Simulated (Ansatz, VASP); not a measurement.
**Two plane-wave programs on Be**

```xyz
2
Lattice="2.2798 0.0000 0.0000 -1.1399 1.9743 0.0000 0.0000 0.0000 3.5273" Properties=species:S:1:pos:R:3 pbc="T T T"
Be    0.0000    1.3162    2.6455
Be    1.1399    0.6581    0.8818
```

Alike in both runs: functional PBE; k mesh 10 × 10 × 6; occupations gaussian, width 0.05 eV; no spin polarisation.

Ansatz relaxed the structure, and its values are those at the end. VASP's run is a single point on that final structure, the one shown.

```csv
,VASP,Ansatz
version,VASP 6.6.1,Ansatz 0.2.0
potentials or method,"VASP PAW PBE potentials, release 64 (Be), cutoff 520 eV","scalar-relativistic, plane waves, PAW"
valence electrons in the cell,4,4
```

|  | VASP | Ansatz | Ansatz less VASP |
| --- | --- | --- | --- |
| gap on the k mesh at the Fermi level (eV) | none | none | - |
| pressure (GPa) | 0.2 | 0.0 | -0.15 |

A gap of «none» marks a metal or a gap that the smearing closes. With one functional, cell and mesh, what is left measures potentials, basis and numerics.
